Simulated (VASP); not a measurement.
# P in VASP: a series of runs

Runs on P. Level: PBEsol. Tasks: single point.

Program: VASP 6.6.1. These are calculated values, not measurements. Logs are shortened: lines on timing, memory, paths and dates and some standing lists are left out, and cuts for length are marked.

## Step 1: The cell of the first run

The cell holds a slab with vacuum, 8 atoms: a = 3.284 Å, b = 35.163 Å, c = 10.753 Å, α = 83.48°, β = 90.00°, γ = 90.00°.

## Step 2: Single point, PBEsol (the distance across one plane changed)

File INCAR:

```
ALGO = Normal ; EDIFF = 1E-6
ENCUT = 520 ; GGA = PS
ISIF = 2 ; ISMEAR = 0
LASPH = T ; LCHARG = F
LREAL = F ; LWAVE = F
NBANDS = 30 ; NELM = 60
PREC = Accurate ; SIGMA = 0.05
```

File KPOINTS:

```
k-points
0
Gamma
  8 1 3
```

File POSCAR:

```
P
1.0
   -3.2837277200      0.0000000000      0.0000000000
    0.0000000000    -34.8570309900      4.6320847100
    0.0000000000      0.1975950987     10.7510978571
P
8
Direct
    0.0000000000      0.0323270396      0.4566224892
    0.0000000000      0.0298906315      0.0268246097
    0.0000000000      0.9749821848      0.8327711492
    0.0000000000      0.9725457767      0.4029732698
    0.5000000000      0.9742130143      0.6970845776
    0.5000000000      0.9717766061      0.2672866981
    0.5000000000      0.0330962102      0.5923090608
    0.5000000000      0.0306598020      0.1625111814
```

Potentials or basis: VASP PAW PBE potentials, release 64 (P).

Started as:

```console
$ cat potpaw_PBE.64/P/POTCAR > POTCAR
$ mpirun -np 1 vasp_std > vasp.out
```

OUTCAR:

```text
EDIFF = 1E-6
   ENCUT = 520
   GGA = PS
   ISIF = 2
   ISMEAR = 0
   LASPH = T
   LREAL = F
   NELM = 60
   PREC = Accurate

 ion  position               nearest neighbor table
   1  0.000  0.032  0.457-   7 2.20   7 2.20   4 2.24
   2  0.000  0.030  0.027-   8 2.20   8 2.20
   3  0.000  0.975  0.833-   5 2.20   5 2.20
   4  0.000  0.973  0.403-   6 2.20   6 2.20   1 2.24
   5  0.500  0.974  0.697-   3 2.20   3 2.20   7 2.24
   6  0.500  0.972  0.267-   4 2.20   4 2.20   8 2.24
   7  0.500  0.033  0.592-   1 2.20   1 2.20   5 2.24
   8  0.500  0.031  0.163-   2 2.20   2 2.20   6 2.24

  LATTYP: Found a simple monoclinic cell.
 ALAT       =    10.7529135101
 B/A-ratio  =     0.3053802783
 C/A-ratio  =     3.2701331161
 COS(beta)  =    -0.1134919988

  Lattice vectors:

 A1 = (   0.0000000000,   0.1975950987,  10.7510978571)
 A2 = (   3.2837277200,   0.0000000000,   0.0000000000)
 A3 = (   0.0000000000,  34.8570309900,  -4.6320847100)

Analysis of symmetry for initial positions (statically):
=====================================================================
 Subroutine PRICEL returns:
 Original cell was already a primitive cell.

 Routine SETGRP: Setting up the symmetry group for a
 simple monoclinic supercell.

 Subroutine GETGRP returns: Found  4 space group operations
 (whereof  2 operations were pure point group operations)
 out of a pool of  4 trial point group operations.

The static configuration has the point symmetry C_1h.
 The point group associated with its full space group is C_2h.

Analysis of symmetry for dynamics (positions and initial velocities):
=====================================================================
 Subroutine PRICEL returns:
 Original cell was already a primitive cell.

 Routine SETGRP: Setting up the symmetry group for a
 simple monoclinic supercell.

 Subroutine GETGRP returns: Found  4 space group operations
 (whereof  2 operations were pure point group operations)
 out of a pool of  4 trial point group operations.

The dynamic configuration has the point symmetry C_1h.
 The point group associated with its full space group is C_2h.

 Subroutine INISYM returns: Found  4 space group operations
 (whereof  2 operations are pure point group operations),
 and found     1 'primitive' translations

----------------------------------------------------------------------------------------

                                     Primitive cell

  volume of cell :    1233.5869

  direct lattice vectors                    reciprocal lattice vectors
    -3.283727720  0.000000000  0.000000000    -0.304531948  0.000000000  0.000000000
     0.000000000-34.857030990  4.632084710     0.000000000 -0.028618719  0.000525985
     0.000000000  0.197595099 10.751097857     0.000000000  0.012330307  0.092787137

  length of vectors
     3.283727720 35.163458564 10.752913510     0.304531948  0.028623553  0.093602827

  position of ions in fractional coordinates (direct lattice)
     0.000000000  0.032327040  0.456622489
     0.000000000  0.029890632  0.026824610
     0.000000000  0.974982185  0.832771149
     0.000000000  0.972545777  0.402973270
     0.500000000  0.974213014  0.697084578
     0.500000000  0.971776606  0.267286698
     0.500000000  0.033096210  0.592309061
     0.500000000  0.030659802  0.162511181

  ion indices of the primitive-cell ions
   primitive index   ion index
                 1           1
                 2           2
                 3           3
                 4           4
                 5           5
                 6           6
                 7           7
                 8           8

----------------------------------------------------------------------------------------

 KPOINTS: k-points

Automatic generation of k-mesh.
 Grid dimensions read from file:
 generate k-points for:    8    1    3

 Generating k-lattice:

  Cartesian coordinates                     Fractional coordinates (reciprocal lattice)
    -0.038066494  0.000000000  0.000000000     0.125000000  0.000000000  0.000000000
     0.000000000 -0.028618719  0.000525985     0.000000000  1.000000000  0.000000000
     0.000000000  0.004110102  0.030929046     0.000000000 -0.000000000  0.333333333

  Length of vectors
     0.038066494  0.028623553  0.031200942

  Shift w.r.t. Gamma in fractional coordinates (k-lattice)
     0.000000000  0.000000000  0.000000000

 Subroutine IBZKPT returns following result:
 ===========================================

 Found     10 irreducible k-points:

 Following reciprocal coordinates:
            Coordinates               Weight
  0.000000  0.000000  0.000000      1.000000
  0.125000  0.000000  0.000000      2.000000
  0.250000  0.000000  0.000000      2.000000
  0.375000  0.000000  0.000000      2.000000
  0.500000  0.000000  0.000000      1.000000
  0.000000  0.000000  0.333333      2.000000
  0.125000  0.000000  0.333333      4.000000
  0.250000  0.000000  0.333333      4.000000
  0.375000  0.000000  0.333333      4.000000
  0.500000  0.000000  0.333333      2.000000
   k-points           NKPTS =     10   k-points in BZ     NKDIM =     10   number of bands    NBANDS=     30
   number of dos      NEDOS =    301   number of ions     NIONS =      8
   total plane-waves  NPLWV = 518400
   dimension x,y,z NGX =    24 NGY =  270 NGZ =   80
   dimension x,y,z NGXF=    48 NGYF=  540 NGZF=  160
   ions per type =               8
   NGX,Y,Z   is equivalent  to a cutoff of  12.15, 12.77, 12.37 a.u.
   NGXF,Y,Z  is equivalent  to a cutoff of  24.30, 25.53, 24.74 a.u.
 SYSTEM =  unknown system
   PREC   = accura    normal or accurate (medium, high low for compatibility)
   ISTART =      0    job   : 0-new  1-cont  2-samecut
   ICHARG =      2    charge: 1-file 2-atom 10-const
   ISPIN  =      1    spin polarized calculation?
   LNONCOLLINEAR =      F non collinear calculations
   LSORBIT =      F    spin-orbit coupling
   LASPH  =      T    aspherical Exc in radial PAW
   ENCUT  =  520.0 eV  38.22 Ry    6.18 a.u.   6.11 65.38 19.99*2*pi/ulx,y,z
   NELM   =     60;   NELMIN=  2; NELMDL= -5     # of ELM steps
   EDIFF  = 0.1E-05   stopping-criterion for ELM
   LREAL  =      F    real-space projection
[... 7 lines left out ...]
   TEBEG  =    0.0;   TEEND  =   0.0 temperature during run
   PSTRESS=    0.0 pullay stress
   NELECT =      40.0000    total number of electrons
   NUPDOWN=      -1.0000    fix difference up-down
   EMIN   =  10.00;   EMAX   =-10.00  energy-range for DOS
   EFERMI =   0.00;   METHOD = LEGACY
   ISMEAR =     0;   SIGMA  =   0.05  broadening in eV -4-tet -1-fermi 0-gaus
   EFERMI_NEDOS =   21; number of points for ismear=-14 and -15
   IALGO  =     38    algorithm
   IMIX   =      4    mixing-type and parameters
     AMIX     =   0.40;   BMIX     =  1.00
     AMIX_MAG =   1.60;   BMIX_MAG =  1.00
  volume/ion in A,a.u.               =     154.20      1040.58
  Fermi-wavevector in a.u.,A,eV,Ry     =   0.522041  0.986515  3.707957  0.272527
  Thomas-Fermi vector in A             =   1.540658
   LORBIT       =      0    0 simple, 1 ext, 2 COOP (PROOUT), +10 PAW based schemes
   GGA     = PS    functional components
   LHFCALC =     F    Hartree Fock is set to
   AEXX    =    0.0000 exact exchange contribution
   IVDW    =     0    specifies the selected vdW correction
   LEPSILON=     F    determine dielectric tensor
   LRPA    =     F    only Hartree local field effects (RPA)
 non-spin polarized calculation
 Gauss-broadening in eV      SIGMA  =   0.05
  energy-cutoff  :      520.00
  volume of cell :     1233.59
 maximum number of plane-waves:     33352
   NGX = 13   NGY =131   NGZ = 39

 number of electron      39.9999999 magnetization

 Free energy of the ion-electron system (eV)
  ---------------------------------------------------
  ext. energy  EPLUGINS =         0.00000000
  ---------------------------------------------------
  free energy    TOTEN  =       -44.31271107 eV

  energy without entropy =      -44.31089833  energy(sigma->0) =      -44.31180470

 E-fermi :  -3.7893     XC(G=0):  -1.6192

 val. band max:       -3.8385471522   @ k =   0.2500   0.0000   0.0000
 cond. band min:      -3.7394874874   @ k =   0.3750   0.0000   0.0000
 fundamental gap:      0.0990596648
 Fermi energy:        -3.7893239140

 k-point     1 :       0.0000    0.0000    0.0000
  band No.  band energies     occupation
      1     -18.6486      2.00000
      2     -17.8681      2.00000
      3     -17.0965      2.00000
      4     -16.4519      2.00000
      5     -12.8584      2.00000
      6     -12.0793      2.00000
[... 22 lines left out ...]
     29       0.1198      0.00000
     30       0.6049      0.00000

 k-point     2 :       0.1250    0.0000    0.0000
  band No.  band energies     occupation
      1     -18.4617      2.00000
      2     -17.6850      2.00000
      3     -16.9105      2.00000
      4     -16.2560      2.00000
      5     -12.8842      2.00000
      6     -12.0323      2.00000
[... 22 lines left out ...]
     29       0.1777      0.00000
     30       0.2842      0.00000

 k-point     3 :       0.2500    0.0000    0.0000
  band No.  band energies     occupation
      1     -17.9087      2.00000
      2     -17.1490      2.00000
      3     -16.3675      2.00000
      4     -15.6715      2.00000
      5     -13.2179      2.00000
      6     -12.1765      2.00000
[... 22 lines left out ...]
     29       1.2986      0.00000
     30       1.3162      0.00000

 k-point     4 :       0.3750    0.0000    0.0000
  band No.  band energies     occupation
      1     -17.0195      2.00000
      2     -16.3307      2.00000
      3     -15.5967      2.00000
      4     -14.7097      2.00000
      5     -14.1295      2.00000
      6     -13.1076      2.00000
[... 154 lines left out ...]
     29       1.3265      0.00000
     30       1.4126      0.00000

 k-point     9 :       0.3750    0.0000    0.3333
  band No.  band energies     occupation
      1     -17.0108      2.00000
      2     -16.3682      2.00000
      3     -15.5243      2.00000
      4     -14.8072      2.00000
      5     -14.0150      2.00000
      6     -13.2579      2.00000
[... 22 lines left out ...]
     29       0.6269      0.00000
     30       0.9319      0.00000

 k-point    10 :       0.5000    0.0000    0.3333
  band No.  band energies     occupation
      1     -15.9056      2.00000
      2     -15.9051      2.00000
      3     -15.7156      2.00000
      4     -14.2364      2.00000
      5     -13.8048      2.00000
      6     -13.5268      2.00000
[... 22 lines left out ...]
     29       0.0648      0.00000
     30       0.2508      0.00000

------------------------ aborting loop because EDIFF is reached ----------------------------------------

  FORCE on cell =-STRESS in cart. coord.  units (eV):
  Direction    XX          YY          ZZ          XY          YZ          ZX
  --------------------------------------------------------------------------------------
  -------------------------------------------------------------------------------------
  Total       -3.6406586      0.3295032     -4.7790056      0.0000000      1.8877677      0.0000000
  in kB       -4.7284716      0.4279573     -6.2069517      0.0000000      2.4518245      0.0000000
  external PRESSURE =      -3.5024887 kB  Pullay stress =       0.0000000 kB

 VOLUME and BASIS-vectors are now :
 -----------------------------------------------------------------------------
  energy-cutoff  :      520.00
  volume of cell :     1233.59
      direct lattice vectors                 reciprocal lattice vectors
    -3.283727720  0.000000000  0.000000000    -0.304531948  0.000000000  0.000000000
     0.000000000-34.857030990  4.632084710     0.000000000 -0.028618719  0.000525985
     0.000000000  0.197595099 10.751097857     0.000000000  0.012330307  0.092787137

 POSITION                                       TOTAL-FORCE (eV/Angst)
 -----------------------------------------------------------------------------------
      0.00000     -1.03660      5.05893         0.000000      0.033863     -0.310470
      0.00000     -1.03660      0.42685         0.000000     -0.298442      0.059000
      0.00000    -33.82043     13.46940         0.000000      0.298442     -0.059000
      0.00000    -33.82043      8.83732         0.000000     -0.033863      0.310470
     -1.64186    -33.82043     12.00706         0.000000     -0.276212      0.774905
     -1.64186    -33.82043      7.37498         0.000000      0.171224     -0.041589
     -1.64186     -1.03660      6.52128         0.000000     -0.171224      0.041589
     -1.64186     -1.03660      1.88919         0.000000      0.276212     -0.774905
 -----------------------------------------------------------------------------------
    total drift:                                0.000000      0.000018     -0.000001

  FREE ENERGIE OF THE ION-ELECTRON SYSTEM (eV)
  ---------------------------------------------------
  free  energy   TOTEN  =       -44.3127110676 eV

  energy  without entropy=      -44.3108983278  energy(sigma->0) =      -44.31180470
```

Run time: 6 min. Hardware: 1 thread of Intel Xeon 6975P-C (Granite Rapids), shared host; peak memory 1.1 GiB.

Results:

```
Free energy            : -44.3127 eV
Largest force          : 0.823 eV/Å
Band gap on the k mesh : zero (bands 20 and 21 overlap by 0.77 eV)
```

Forces on the atoms (eV/Å):
```
P    0.000  0.034 -0.310
P    0.000 -0.298  0.059
P    0.000  0.298 -0.059
P    0.000 -0.034  0.310
P    0.000 -0.276  0.775
P    0.000  0.171 -0.042
P    0.000 -0.171  0.042
P    0.000  0.276 -0.775
```

Levels at points of the mesh, in eV from the Fermi level:
```csv
k point,band 18,band 19,band 20,band 21,band 22,band 23
"(0.00, 0.00, 0.00)",-1.18,-1.17,0.38,0.55,1.70,1.98
"(0.50, 0.00, 0.00)",-1.71,-1.12,-0.42,-0.39,1.57,1.87
```

Caveat: the cell differs from its parent crystal (the distance across one plane changed); there is no dipole correction, which matters where the two faces differ; the PAW data sets were made with another functional, which shifts forces and pressure a little.

## Step 3: Single point, PBEsol (the distance across one plane changed)

File INCAR:

```
SYSTEM = P
PREC     = Accurate       ! precision mode
ENCUT    = 520            ! plane-wave cutoff, eV
EDIFF    = 1E-6           ! SCF threshold, eV
ISMEAR   = 0              ! smearing method
SIGMA    = 0.05           ! smearing width, eV
LREAL    = .FALSE.        ! projectors in reciprocal space
LASPH    = .TRUE.         ! aspherical terms in the spheres
NELM     = 100            ! most SCF steps
ALGO     = Normal         ! electronic algorithm
ISIF     = 2              ! what is computed and relaxed
LWAVE    = .FALSE.        ! write WAVECAR
LCHARG   = .TRUE.         ! write CHGCAR
GGA      = PS             ! functional
LELF     = .TRUE.         ! ELF
LVHAR    = .TRUE.       
NBANDS   = 30             ! bands
```

File KPOINTS:

```
regular mesh
0
G
  8 1 3
  0 0 0
```

File POSCAR:

```
P
1.0
   -3.2837277200      0.0000000000      0.0000000000
    0.0000000000    -34.8570309900      4.6320847100
    0.0000000000      0.2634601316     11.2467406694
P
8
Direct
    0.0000000000      0.0330355591      0.4362073677
    0.0000000000      0.0299322539      0.0256253090
    0.0000000000      0.9762743563      0.7955388084
    0.0000000000      0.9731710512      0.3849567497
    0.5000000000      0.9752946474      0.6659186437
    0.5000000000      0.9721913422      0.2553365850
    0.5000000000      0.0340152680      0.5658275324
    0.5000000000      0.0309119629      0.1552454737
```

Potentials or basis: VASP PAW PBE potentials, release 64 (P).

Started as:

```console
$ cat potpaw_PBE.64/P/POTCAR > POTCAR
$ mpirun -np 1 vasp_std > vasp.out
```

Wall time 10 min (1 thread of Intel Xeon 6975P-C (Granite Rapids), shared host); peak memory 1.1 GiB.

The run converged. Its results:

```yaml
Free_energy: -44.0298 eV
Largest_force: 0.950 eV/Å
Band_gap_on_the_k_mesh: zero (bands 20 and 21 overlap by 0.59 eV)
```

Forces on the atoms (eV/Å):
```
P    0.000  0.045 -0.306
P    0.000 -0.241  0.544
P    0.000  0.241 -0.544
P    0.000 -0.045  0.306
P    0.000 -0.070  0.947
P    0.000  0.232  0.045
P    0.000 -0.232 -0.045
P    0.000  0.070 -0.947
```

Levels at points of the mesh, in eV from the Fermi level:
| k point | band 16 | band 17 | band 18 | band 19 | band 20 | band 21 | band 22 | band 23 | band 24 | band 25 |
| --- | --- | --- | --- | --- | --- | --- | --- | --- | --- | --- |
| (0.00, 0.00, 0.00) | -1.97 | -1.72 | -1.07 | -0.95 | 0.37 | 0.59 | 1.79 | 2.07 | 2.34 | 2.34 |
| (0.50, 0.00, 0.00) | -2.07 | -1.59 | -1.54 | -1.04 | -0.36 | -0.20 | 1.68 | 1.91 | 2.34 | 2.60 |

Caveat: the cell differs from its parent crystal (the distance across one plane changed); there is no dipole correction, which matters where the two faces differ; the PAW data sets were made with another functional, which shifts forces and pressure a little.

(Continued in part 2 of 2.)

The gap in the log of VASP goes by the Fermi energy; the results here count the filled bands.